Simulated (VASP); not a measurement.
A run of VASP 6.6.1 is set up as follows.

File INCAR:

```
  ALGO = Normal
  EDIFF = 1E-6
  ENCUT = 520
  GGA = PE
  ISIF = 2
  ISMEAR = -1
  LASPH = T
  LCHARG = T
  LELF = T
  LREAL = Auto
  LVHAR = T
  LWAVE = F
  NBANDS = 54
  NELM = 100
  PREC = Accurate
  SIGMA = 0.16
```

File KPOINTS:

```
k-points
0
Gamma
  2 2 2
```

File POSCAR:

```
LiCl
1.0
    0.0000000000      5.3267100000      5.3267100000
    5.3267100000      0.0000000000      5.3267100000
    5.3267100000      5.3267100000      0.0000000000
Li Cl
8 8
Direct
    0.0152627044      0.0812884501     -0.0714700068
   -0.0034355165      0.0403438520      0.5592945739
    0.0811194903      0.5311909227     -0.1136911902
    0.1433999598      0.5102117442      0.4006506831
    0.4784754567      0.0427092896      0.0154504375
    0.6057397531      0.0718266998      0.3643712536
    0.5904395021      0.5729803199     -0.0935849708
    0.5814376979      0.4560695063      0.4425714935
    0.2437620971      0.2110589839      0.3412519172
    0.3225349231      0.2599446938      0.7180698780
    0.3285517702      0.7118652977      0.2491781982
    0.3543181438      0.7036895194      0.7532698420
    0.8805810716      0.1894602860      0.2369943173
    0.7858039953      0.2910896219      0.7329007962
    0.8216422520      0.7623373527      0.2301138977
    0.8625493034      0.7374063916      0.7056419441
```

Potentials or basis: VASP PAW PBE potentials, release 64 (Li_sv, Cl).

Command:

```console
$ cat potpaw_PBE.64/Li_sv/POTCAR potpaw_PBE.64/Cl/POTCAR > POTCAR
$ mpirun -np 1 vasp_std > vasp.out
```

Q: What does it give for the band gap on the k mesh?

A: 4.93 eV.

Q: Predict the largest force.

A: 1.611 eV/Å.

Forces on the atoms (eV/Å):
```
Li  -0.245  0.535 -0.152
Li  -0.489  0.044 -0.298
Li   0.234  0.837  0.266
Li   0.562 -0.478 -0.871
Li   0.020  0.216 -0.108
Li  -0.227  0.139 -0.796
Li   0.137  0.260  0.146
Li   0.388  0.085  0.364
Cl  -1.240  0.146  0.863
Cl  -0.127  0.457 -0.253
Cl  -0.431  0.223  1.536
Cl   0.450 -1.028 -0.423
Cl   0.528 -0.597  0.333
Cl   0.083  0.203 -0.573
Cl  -0.085 -0.452  0.081
Cl   0.442 -0.589 -0.113
```

Caveat: the k points lie up to 0.51 Å⁻¹ apart; the atoms stand as in a frame of molecular dynamics; forces of over 1 eV/Å act on the atoms, so gaps and moduli don't describe the material at rest.
